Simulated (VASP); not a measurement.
# Pd (I4/mmm) in VASP: a series of runs, part 2 of 2

VASP 6.6.1.

### Step 5. Single point, PBE (strain -0.050 along x and y, +0.025 along z)

The input, INCAR:

```
SYSTEM = Pd
PREC = Accurate
ENCUT = 520
EDIFF = 1E-6
ISMEAR = 0
SIGMA = 0.15
LREAL = .FALSE.
LASPH = .TRUE.
NELM = 100
ALGO = Normal
ISIF = 2
LWAVE = .FALSE.
LCHARG = .TRUE.
GGA = PE
LELF = .TRUE.
LVHAR = .TRUE.
NBANDS = 11
```

The input, KPOINTS:

```
regular mesh
0
G
  20 20 20
  0 0 0
```

The input, POSCAR:

```
Pd
1.0
    0.0000000000      1.8476550000      1.9935225000
    1.8476550000      0.0000000000      1.9935225000
    1.8476550000      1.8476550000      0.0000000000
Pd
1
Direct
    0.0000000000      0.0000000000      0.0000000000
```

Potentials or basis: VASP PAW PBE potentials, release 64 (Pd).

Launch:

```bash
cat potpaw_PBE.64/Pd/POTCAR > POTCAR
mpirun -np 1 vasp_std > vasp.out
```

OUTCAR:

```text
SYSTEM = Pd
   PREC = Accurate
   ENCUT = 520
   EDIFF = 1E-6
   ISMEAR = 0
   LREAL = .FALSE.
   LASPH = .TRUE.
   NELM = 100
   ISIF = 2
   GGA = PE

 ion  position               nearest neighbor table
   1  0.000  0.000  0.000-

  LATTYP: Found a body centered tetragonal cell.
 ALAT       =     2.6129787596
 C/A-ratio  =     1.5258620015

  Lattice vectors:

 A1 = (  -1.8476550000,   0.0000000000,   1.9935225000)
 A2 = (   1.8476550000,   0.0000000000,   1.9935225000)
 A3 = (   0.0000000000,   1.8476550000,  -1.9935225000)

Analysis of symmetry for initial positions (statically):
=====================================================================
 Subroutine PRICEL returns:
 Original cell was already a primitive cell.

 Routine SETGRP: Setting up the symmetry group for a
 body centered tetragonal supercell.

 Subroutine GETGRP returns: Found 16 space group operations
 (whereof 16 operations were pure point group operations)
 out of a pool of 16 trial point group operations.

The static configuration has the point symmetry D_4h.

Analysis of symmetry for dynamics (positions and initial velocities):
=====================================================================
 Subroutine PRICEL returns:
 Original cell was already a primitive cell.

 Routine SETGRP: Setting up the symmetry group for a
 body centered tetragonal supercell.

 Subroutine GETGRP returns: Found 16 space group operations
 (whereof 16 operations were pure point group operations)
 out of a pool of 16 trial point group operations.

The dynamic configuration has the point symmetry D_4h.

 Subroutine INISYM returns: Found 16 space group operations
 (whereof 16 operations are pure point group operations),
 and found     1 'primitive' translations

----------------------------------------------------------------------------------------

                                     Primitive cell
[... 108 lines left out ...]
     AMIX     =   0.40;   BMIX     =  1.00
     AMIX_MAG =   1.60;   BMIX_MAG =  1.00
  volume/ion in A,a.u.               =      13.61        91.85
  Fermi-wavevector in a.u.,A,eV,Ry     =   1.477216  2.791533 29.690167  2.182166
  Thomas-Fermi vector in A             =   2.591647
   LORBIT       =      0    0 simple, 1 ext, 2 COOP (PROOUT), +10 PAW based schemes
   GGA     = PE    functional components
   LHFCALC =     F    Hartree Fock is set to
   AEXX    =    0.0000 exact exchange contribution
   IVDW    =     0    specifies the selected vdW correction
   LEPSILON=     F    determine dielectric tensor
   LRPA    =     F    only Hartree local field effects (RPA)
 non-spin polarized calculation
 Gauss-broadening in eV      SIGMA  =   0.15
  energy-cutoff  :      520.00
  volume of cell :       13.61
 maximum number of plane-waves:       380
   NGX = 11   NGY = 11   NGZ =  9

 number of electron      10.0000001 magnetization

 Free energy of the ion-electron system (eV)
  ---------------------------------------------------
  ext. energy  EPLUGINS =         0.00000000
  ---------------------------------------------------
  free energy    TOTEN  =        -5.08688861 eV

  energy without entropy =       -5.06307050  energy(sigma->0) =       -5.07497955

 E-fermi :  11.1942     XC(G=0): -13.6925

 val. band max:       11.1930274652   @ k =  -0.4000   0.0000   0.4000
 cond. band min:      11.1944751546   @ k =  -0.2500   0.1500   0.4000
 fundamental gap:      0.0014476893
 Fermi energy:        11.1941603065

 k-point     1 :       0.0000    0.0000    0.0000
  band No.  band energies     occupation
      1       3.4269      2.00000
      2       7.4449      2.00000
      3       8.2799      2.00000
      4       8.2799      2.00000
      5       9.3394      2.00000
      6      10.2247      2.00000
      7      28.5045      0.00000
      8      32.3120      0.00000
      9      34.3504      0.00000
     10      34.3504      0.00000
     11      37.1082      0.00000
[... 309 lines left out ...]
 k-point    24 :      -0.3500    0.0500    0.0000
  band No.  band energies     occupation
      1       5.4484      2.00000
      2       7.6910      2.00000
      3       8.4778      2.00000
      4       9.5667      2.00000
      5      10.4906      2.00000
      6      11.4149      0.03741
      7      22.1339      0.00000
      8      28.2609      0.00000
      9      33.0576      0.00000
     10      35.6697      0.00000
     11      37.1311      0.00000

 [... further k-points ...]
[... 5 lines left out ...]
  --------------------------------------------------------------------------------------
  -------------------------------------------------------------------------------------
  Total        2.5686137      2.5686137      1.9172356      0.0000000      0.0000000     -0.0000000
  in kB      302.3545249    302.3545249    225.6800516      0.0000000      0.0000000     -0.0000000
  external PRESSURE =     276.7963672 kB  Pullay stress =       0.0000000 kB

 VOLUME and BASIS-vectors are now :
 -----------------------------------------------------------------------------
  energy-cutoff  :      520.00
  volume of cell :       13.61
      direct lattice vectors                 reciprocal lattice vectors
     0.000000000  1.847655000  1.993522500    -0.270613291  0.270613291  0.250812318
     1.847655000  0.000000000  1.993522500     0.270613291 -0.270613291  0.250812318
     1.847655000  1.847655000  0.000000000     0.270613291  0.270613291 -0.250812318

 POSITION                                       TOTAL-FORCE (eV/Angst)
 -----------------------------------------------------------------------------------
      0.00000      0.00000      0.00000         0.000000     -0.000000      0.000000
 -----------------------------------------------------------------------------------
    total drift:                                0.000000     -0.000000     -0.000000

  FREE ENERGIE OF THE ION-ELECTRON SYSTEM (eV)
  ---------------------------------------------------
  free  energy   TOTEN  =        -5.0868886065 eV

  energy  without entropy=       -5.0630705005  energy(sigma->0) =       -5.07497955
```

OSZICAR:

```text
N       E                     dE             d eps       ncg     rms          rms(c)
DAV:   1     0.429596157541E+02    0.42960E+02   -0.52162E+03 14166   0.862E+02
DAV:   2    -0.483724128505E+01   -0.47797E+02   -0.46288E+02 15739   0.187E+02
DAV:   3    -0.537906938201E+01   -0.54183E+00   -0.53958E+00 17003   0.213E+01
DAV:   4    -0.538115989467E+01   -0.20905E-02   -0.20902E-02 17270   0.137E+00
DAV:   5    -0.538117850991E+01   -0.18615E-04   -0.18614E-04 18401   0.119E-01    0.983E+00
DAV:   6    -0.510908670864E+01    0.27209E+00   -0.93415E-01 17579   0.812E+00    0.494E+00
DAV:   7    -0.509163239515E+01    0.17454E-01   -0.45586E-02 18847   0.151E+00    0.228E+00
DAV:   8    -0.508694423523E+01    0.46882E-02   -0.29335E-03 17653   0.520E-01    0.120E-01
DAV:   9    -0.508688694442E+01    0.57291E-04   -0.39686E-04 17798   0.172E-01    0.414E-02
DAV:  10    -0.508688955048E+01   -0.26061E-05   -0.28310E-05 17600   0.481E-02    0.107E-02
DAV:  11    -0.508688835529E+01    0.11952E-05   -0.36731E-07 12732   0.637E-03    0.393E-03
DAV:  12    -0.508688860648E+01   -0.25119E-06   -0.27490E-08 11635   0.147E-03
   1 F= -.50868886E+01 E0= -.50749796E+01  d E =-.238181E-01
```

stdout:

```text
POSCAR found type information on POSCAR Pd
 POSCAR found :  1 types and       1 ions
 scaLAPACK will be used
 LDA part: xc-table for (Slater+PW92), standard interpolation
 POSCAR, INCAR and KPOINTS ok, starting setup
 FFT: planning ... GRIDC
 FFT: planning ... GRID_SOFT
 FFT: planning ... GRID
 WAVECAR not read
 entering main loop
```

Wall time 30 s (1 thread of Intel Xeon 6975P-C (Granite Rapids), shared host); peak memory 0.2 GiB.

Results:

* Free energy: -5.0869 eV
* Pressure: 27.7 GPa
* Band gap on the k mesh: zero (band 5 reaches 11.87 eV, above the bottom of band 6 at 9.77 eV)

Levels at points of the mesh, in eV from the Fermi level:
```
           k point  band 3  band 4  band 5  band 6  band 7  band 8
(0.00, 0.00, 0.00)   -2.91   -2.91   -1.85   -0.97   17.31   21.12
(0.50, 0.00, 0.00)   -2.90   -0.17    0.15    0.87    8.05   16.41
(0.50, 0.50, 0.00)    0.01    0.32    0.32    2.36   10.27   14.67
(0.50, 0.00, 0.50)   -0.10    0.04    0.68    3.92   12.38   12.95
```

Caveat: the cell differs from its parent crystal (strain -0.050 along x and y, +0.025 along z).

### Step 6. Summary

```csv
cell,gap on the mesh (eV),pressure (GPa)
"a = 2.648, b = 2.648, c = 2.613 Å, angles 60.4, 60.4, 59.1°, 1 atom",none,44.4
"a = 2.683, b = 2.683, c = 2.613 Å, angles 60.9, 60.9, 58.3°, 1 atom",none,35.4
"a = 2.648, b = 2.648, c = 2.682 Å, angles 59.6, 59.6, 60.9°, 1 atom",none,34.9
"a = 2.718, b = 2.718, c = 2.613 Å, angles 61.3, 61.3, 57.5°, 1 atom",none,27.7
```

Alike in all rows: task single point; level PBE; potentials or basis VASP PAW PBE potentials, release 64 (Pd); no spin polarisation; k mesh 20 × 20 × 20; cutoff (eV) 520; smearing gaussian 0.15 eV.

Total energies depend on the potentials used, so only differences within one code and one set of settings carry meaning.
